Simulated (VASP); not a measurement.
Wanted: the native input for a VASP 6.6.1 run.

* Task: single point
* Functional: LDA
* Potentials or basis: VASP PAW PBE potentials, release 64 (Lu, H)
* Cutoff: 520 eV
* k mesh: 8 × 8 × 8
* Occupations: fermi-dirac, width 0.02 eV
* Spin: no spin polarisation
* Dipole correction: no
* Further INCAR settings: ALGO = Normal; EDIFF = 1e-06; NBANDS = 20

The structure of LuH2 lies in POSCAR:

```
LuH2
1.0
    0.0000000000      2.4913350000      2.5165000000
    2.4913350000      0.0000000000      2.5165000000
    2.4913350000      2.4913350000      0.0000000000
Lu H
1 2
Direct
    0.0000000000      0.0000000000      0.0000000000
    0.2500000000      0.2500000000      0.2500000000
    0.7500000000      0.7500000000      0.7500000000
```

This cell differs from its parent crystal: equal xx and yy strain of -1 %.

The input as run:

INCAR

```
PREC = Accurate ; ENCUT = 520
EDIFF = 1E-6 ; ISMEAR = -1
SIGMA = 0.02 ; LREAL = F
LASPH = T ; NELM = 100
ALGO = Normal ; ISIF = 2
LWAVE = F ; LCHARG = T
GGA = CA ; LELF = T
LVHAR = T ; NBANDS = 20
```

KPOINTS

```
regular mesh
0
Gamma
  8 8 8
```

Potentials or basis: VASP PAW PBE potentials, release 64 (Lu, H).

Command:

```bash
$ cat potpaw_PBE.64/Lu/POTCAR potpaw_PBE.64/H/POTCAR > POTCAR
$ mpirun -np 1 vasp_std > vasp.out
```

It gave:

The pressure is -4.5 GPa.

Caveat: the cell differs from its parent crystal (equal xx and yy strain of -1 %); the PAW data sets were made with another functional, which shifts forces and pressure a little.

It took 83 s on 1 thread of AMD EPYC 7R13, on a shared host, peak memory 0.15 GiB.
